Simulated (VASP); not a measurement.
# MgS (Fm-3m) in VASP: single point with PBE

Aim: the single point of MgS with PBE.

Everything below comes from runs of VASP 6.6.1. Logs are shortened: lines on timing, memory, paths and dates and some standing lists are left out, and cuts for length are marked.

### 1 The cell of the first run

It takes space group Fm-3m (No. 225, cubic). The conventional cell has a = 5.230 Å, b = 5.230 Å, c = 5.230 Å, α = 90.00°, β = 90.00°, γ = 90.00°. Within 3.4 Å of Mg (site symmetry m-3m) lie 6 S at 2.61 Å. S (site symmetry m-3m) has 6 Mg at 2.61 Å within 3.4 Å.

### 2 Single point, PBE

Contents of POSCAR:

```
MgS
1.0
    0.0000000000      2.6148576572      2.6148576572
    2.6148576572      0.0000000000      2.6148576572
    2.6148576572      2.6148576572      0.0000000000
Mg S
1 1
Direct
    0.0000000000      0.0000000000      0.0000000000
    0.5000000000      0.5000000000      0.5000000000
```

Contents of INCAR.step1:

```
SYSTEM = MgS
PREC = Accurate ; ENCUT = 520
EDIFF = 1E-7 ; ISMEAR = 0
SIGMA = 0.02 ; LREAL = .False.
LASPH = .True. ; NELM = 100
ALGO = Normal ; ISIF = 2
LWAVE = .False. ; LCHARG = .True.
GGA = PE ; NBANDS = 11
```

Contents of KPOINTS.step1:

```
regular mesh
0
Gamma
  8 8 8
  0 0 0
```

Contents of INCAR.step2:

```
SYSTEM = MgS
PREC = Accurate ; ENCUT = 520
EDIFF = 1E-7 ; ISMEAR = -5
SIGMA = 0.02 ; LREAL = .False.
LASPH = .True. ; NELM = 100
ALGO = Normal ; ISIF = 2
LWAVE = .False. ; LCHARG = .False.
GGA = PE ; LORBIT = 10
NEDOS = 1001 ; ICHARG = 11
```

Contents of KPOINTS.step2:

```
regular mesh
0
Gamma
  12 12 12
  0 0 0
```

Potentials or basis: VASP PAW PBE potentials, release 64 (Mg, S).

Run with:

```sh
cat potpaw_PBE.64/Mg/POTCAR potpaw_PBE.64/S/POTCAR > POTCAR
cp INCAR.step1 INCAR
cp KPOINTS.step1 KPOINTS
mpirun -np 1 vasp_std > vasp.out
cp INCAR.step2 INCAR
cp KPOINTS.step2 KPOINTS
mpirun -np 1 vasp_std > vasp.out
```

OUTCAR:

```text
SYSTEM = MgS
   PREC = Accurate
   ENCUT = 520
   EDIFF = 1E-7
   ISMEAR = -5
   LREAL = .False.
   LASPH = .True.
   NELM = 100
   ISIF = 2
   GGA = PE
   LORBIT = 10
   ICHARG = 11

 ion  position               nearest neighbor table
   1  0.000  0.000  0.000-   2 2.61   2 2.61   2 2.61   2 2.61   2 2.61   2 2.61
   2  0.500  0.500  0.500-   1 2.61   1 2.61   1 2.61   1 2.61   1 2.61   1 2.61

  LATTYP: Found a face centered cubic cell.
 ALAT       =     5.2297153144

  Lattice vectors:

 A1 = (   0.0000000000,   2.6148576572,   2.6148576572)
 A2 = (   2.6148576572,   0.0000000000,   2.6148576572)
 A3 = (   2.6148576572,   2.6148576572,   0.0000000000)

Analysis of symmetry for initial positions (statically):
=====================================================================
 Subroutine PRICEL returns:
 Original cell was already a primitive cell.

 Routine SETGRP: Setting up the symmetry group for a
 face centered cubic supercell.

 Subroutine GETGRP returns: Found 48 space group operations
 (whereof 48 operations were pure point group operations)
 out of a pool of 48 trial point group operations.

The static configuration has the point symmetry O_h .

Analysis of symmetry for dynamics (positions and initial velocities):
=====================================================================
 Subroutine PRICEL returns:
 Original cell was already a primitive cell.

 Routine SETGRP: Setting up the symmetry group for a
 face centered cubic supercell.

 Subroutine GETGRP returns: Found 48 space group operations
 (whereof 48 operations were pure point group operations)
 out of a pool of 48 trial point group operations.

The dynamic configuration has the point symmetry O_h .

 Subroutine INISYM returns: Found 48 space group operations
 (whereof 48 operations are pure point group operations),
 and found     1 'primitive' translations

----------------------------------------------------------------------------------------

                                     Primitive cell

  volume of cell :      35.7581

  direct lattice vectors                    reciprocal lattice vectors
     0.000000000  2.614857657  2.614857657    -0.191214997  0.191214997  0.191214997
     2.614857657  0.000000000  2.614857657     0.191214997 -0.191214997  0.191214997
     2.614857657  2.614857657  0.000000000     0.191214997  0.191214997 -0.191214997

  length of vectors
     3.697967162  3.697967162  3.697967162     0.331194091  0.331194091  0.331194091

  position of ions in fractional coordinates (direct lattice)
     0.000000000  0.000000000  0.000000000
     0.500000000  0.500000000  0.500000000

  ion indices of the primitive-cell ions
   primitive index   ion index
                 1           1
                 2           2

----------------------------------------------------------------------------------------

 KPOINTS: regular mesh

Automatic generation of k-mesh.
 Grid dimensions read from file:
 generate k-points for:   12   12   12

 Generating k-lattice:

  Cartesian coordinates                     Fractional coordinates (reciprocal lattice)
    -0.015934583  0.015934583  0.015934583     0.083333333  0.000000000  0.000000000
     0.015934583 -0.015934583  0.015934583     0.000000000  0.083333333  0.000000000
     0.015934583  0.015934583 -0.015934583     0.000000000  0.000000000  0.083333333

  Length of vectors
     0.027599508  0.027599508  0.027599508

  Shift w.r.t. Gamma in fractional coordinates (k-lattice)
     0.000000000  0.000000000  0.000000000

 TETIRR: Found    247 inequivalent tetrahedra from    10368

 Subroutine IBZKPT returns following result:
 ===========================================

 Found     72 irreducible k-points:

 Following reciprocal coordinates:
            Coordinates               Weight
  0.000000  0.000000  0.000000      1.000000
  0.083333  0.000000  0.000000      8.000000
  0.166667  0.000000  0.000000      8.000000
  0.250000  0.000000  0.000000      8.000000
  0.333333  0.000000  0.000000      8.000000
  0.416667  0.000000  0.000000      8.000000
[... 16 lines left out ...]
  0.500000  0.166667  0.000000     24.000000
 -0.416667  0.166667  0.000000     24.000000
 [... further k-points ...]
   k-points           NKPTS =     72   k-points in BZ     NKDIM =     72   number of bands    NBANDS=      8
   number of dos      NEDOS =   1001   number of ions     NIONS =      2
   total plane-waves  NPLWV =  21952
   dimension x,y,z NGX =    28 NGY =   28 NGZ =   28
   dimension x,y,z NGXF=    56 NGYF=   56 NGZF=   56
   ions per type =               1   1
   NGX,Y,Z   is equivalent  to a cutoff of  12.59, 12.59, 12.59 a.u.
   NGXF,Y,Z  is equivalent  to a cutoff of  25.18, 25.18, 25.18 a.u.
 SYSTEM =  MgS
   PREC   = accura    normal or accurate (medium, high low for compatibility)
   ISTART =      0    job   : 0-new  1-cont  2-samecut
   ICHARG =     11    charge: 1-file 2-atom 10-const
   ISPIN  =      1    spin polarized calculation?
   LNONCOLLINEAR =      F non collinear calculations
   LSORBIT =      F    spin-orbit coupling
   LASPH  =      T    aspherical Exc in radial PAW
   ENCUT  =  520.0 eV  38.22 Ry    6.18 a.u.   6.88  6.88  6.88*2*pi/ulx,y,z
   NELM   =    100;   NELMIN=  2; NELMDL=  0     # of ELM steps
   EDIFF  = 0.1E-06   stopping-criterion for ELM
   LREAL  =      F    real-space projection
   EDIFFG = 0.1E-05   stopping-criterion for IOM
   NSW    =      0    number of steps for IOM
   IBRION =     -1    ionic relax: 0-MD 1-quasi-New 2-CG
   NFREE  =      0    steps in history (QN), initial steepest desc. (CG)
   ISIF   =      2    stress and relaxation
   ISYM   =      2    0-nonsym 1-usesym 2-fastsym
   POTIM  = 0.5000    time-step for ionic-motion
   TEBEG  =    0.0;   TEEND  =   0.0 temperature during run
   PSTRESS=    0.0 pullay stress
   NELECT =       8.0000    total number of electrons
   NUPDOWN=      -1.0000    fix difference up-down
   EMIN   =  10.00;   EMAX   =-10.00  energy-range for DOS
   EFERMI =   0.00;   METHOD = LEGACY
   ISMEAR =    -5;   SIGMA  =   0.02  broadening in eV -4-tet -1-fermi 0-gaus
   EFERMI_NEDOS =   21; number of points for ismear=-14 and -15
   IALGO  =     38    algorithm
   IMIX   =      4    mixing-type and parameters
     AMIX     =   0.40;   BMIX     =  1.00
     AMIX_MAG =   1.60;   BMIX_MAG =  1.00
  volume/ion in A,a.u.               =      17.88       120.65
  Fermi-wavevector in a.u.,A,eV,Ry     =   0.993833  1.878072 13.438531  0.987704
  Thomas-Fermi vector in A             =   2.125742
   LORBIT       =     10    0 simple, 1 ext, 2 COOP (PROOUT), +10 PAW based schemes
   GGA     = PE    functional components
   LHFCALC =     F    Hartree Fock is set to
   AEXX    =    0.0000 exact exchange contribution
   IVDW    =     0    specifies the selected vdW correction
   LEPSILON=     F    determine dielectric tensor
   LRPA    =     F    only Hartree local field effects (RPA)
 non-spin polarized calculation
 Fermi weights with tetrahedron method with Bloechl corrections
  energy-cutoff  :      520.00
  volume of cell :       35.76
 maximum number of plane-waves:       982

 number of electron       8.0000000 magnetization

 Free energy of the ion-electron system (eV)
  ---------------------------------------------------
  ext. energy  EPLUGINS =         0.00000000
  ---------------------------------------------------
  free energy    TOTEN  =        -8.50314026 eV

  energy without entropy =       -8.50314026  energy(sigma->0) =       -8.50314026

 E-fermi :   3.6152     XC(G=0):  -9.6257

 val. band max:        3.5908282972   @ k =   0.0000   0.0000   0.0000
 cond. band min:       6.3331198549   @ k =   0.5000   0.5000   0.0000
 fundamental gap:      2.7422915577
 Fermi energy:         3.6151526220

 k-point     1 :       0.0000    0.0000    0.0000
  band No.  band energies     occupation
      1      -8.9905      2.00000
      2       3.5908      2.00000
      3       3.5908      2.00000
      4       3.5908      2.00000
      5       7.1822      0.00000
      6      11.5544      0.00000
      7      11.5544      0.00000
      8      11.5544      0.00000

 k-point     2 :       0.0833    0.0000    0.0000
  band No.  band energies     occupation
      1      -8.9242      2.00000
      2       3.0660      2.00000
      3       3.5453      2.00000
      4       3.5453      2.00000
      5       7.6196      0.00000
      6      11.3486      0.00000
      7      11.6881      0.00000
      8      11.6881      0.00000

 k-point     3 :       0.1667    0.0000    0.0000
  band No.  band energies     occupation
      1      -8.7334      2.00000
      2       1.9806      2.00000
      3       3.4275      2.00000
      4       3.4275      2.00000
      5       8.2996      0.00000
      6      11.2257      0.00000
      7      11.7999      0.00000
      8      11.7999      0.00000
[... 210 lines left out ...]
 k-point    23 :       0.5000    0.1667    0.0000
  band No.  band energies     occupation
      1      -7.6479      2.00000
      2      -0.7539      2.00000
      3       2.0406      2.00000
      4       2.6947      2.00000
      5       8.6672      0.00000
      6      10.0186      0.00000
      7      11.4556      0.00000
      8      12.9423      0.00000

 k-point    24 :      -0.4167    0.1667    0.0000
  band No.  band energies     occupation
      1      -7.6158      2.00000
      2      -0.8178      2.00000
      3       1.8742      2.00000
      4       2.8096      2.00000
      5       8.8538      0.00000
      6       9.9960      0.00000
      7      11.2081      0.00000
      8      13.4686      0.00000

 [... further k-points ...]

------------------------ aborting loop because EDIFF is reached ----------------------------------------

  FORCE on cell =-STRESS in cart. coord.  units (eV):
  Direction    XX          YY          ZZ          XY          YZ          ZX
  --------------------------------------------------------------------------------------
  -------------------------------------------------------------------------------------
  Total       -0.0670373     -0.0670373     -0.0670373      0.0000000      0.0000000     -0.0000000
  in kB       -3.0036745     -3.0036745     -3.0036745      0.0000000      0.0000000     -0.0000000
  external PRESSURE =      -3.0036745 kB  Pullay stress =       0.0000000 kB

 VOLUME and BASIS-vectors are now :
 -----------------------------------------------------------------------------
  energy-cutoff  :      520.00
  volume of cell :       35.76
      direct lattice vectors                 reciprocal lattice vectors
     0.000000000  2.614857657  2.614857657    -0.191214997  0.191214997  0.191214997
     2.614857657  0.000000000  2.614857657     0.191214997 -0.191214997  0.191214997
     2.614857657  2.614857657  0.000000000     0.191214997  0.191214997 -0.191214997

 POSITION                                       TOTAL-FORCE (eV/Angst)
 -----------------------------------------------------------------------------------
      0.00000      0.00000      0.00000        -0.000000      0.000000      0.000000
      2.61486      2.61486      2.61486         0.000000     -0.000000     -0.000000
 -----------------------------------------------------------------------------------
    total drift:                                0.000000      0.000000      0.000000

  FREE ENERGIE OF THE ION-ELECTRON SYSTEM (eV)
  ---------------------------------------------------
  free  energy   TOTEN  =        -8.5031402558 eV

  energy  without entropy=       -8.5031402558  energy(sigma->0) =       -8.50314026

 total charge

# of ion       s       p       d       tot
------------------------------------------
    1        0.135   0.124   0.038   0.298
    2        1.314   2.496   0.000   3.809
--------------------------------------------------
tot          1.449   2.620   0.038   4.107
```

Wall time 10 s (1 thread of Intel Xeon 6975P-C (Granite Rapids), shared host); peak memory 0.16 GiB.

What came out:

* Valence electrons inside the program's atomic spheres: Mg 0.30; S 3.81
